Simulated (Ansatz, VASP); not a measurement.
# One calculation of TiAl3, two programs

```xyz
4
Lattice="-1.9111 1.9111 4.2807 1.9111 -1.9111 4.2807 1.9111 1.9111 -4.2807" Properties=species:S:1:pos:R:3 pbc="T T T"
Ti    0.0000    0.0000    0.0000
Al    1.9111    0.0000    2.1403
Al    0.0000    1.9111    2.1403
Al    0.0000    0.0000    4.2807
```

Alike in both runs: task single point; functional PBE; k mesh 10 × 10 × 10; occupations gaussian, width 0.019 eV; no spin polarisation.

|  | VASP | Ansatz |
| --- | --- | --- |
| version | VASP 6.6.1 | Ansatz 0.2.0 |
| potentials or method | VASP PAW PBE potentials, release 64 (Ti_sv, Al) | Ansatz PAW |
| plane-wave cutoff (eV) | 520 | 420 |
| valence electrons in the cell | 21 | 21 |

```csv
,VASP,Ansatz,Ansatz less VASP
gap on the k mesh at the Fermi level (eV),none,none,-
pressure (GPa),2.1,2.1,+0.03
"traceless stress, the component that is largest in VASP (GPa)",-0.16,-0.16,+0.003
```

A gap of «none» marks a metal or a gap that the smearing closes.
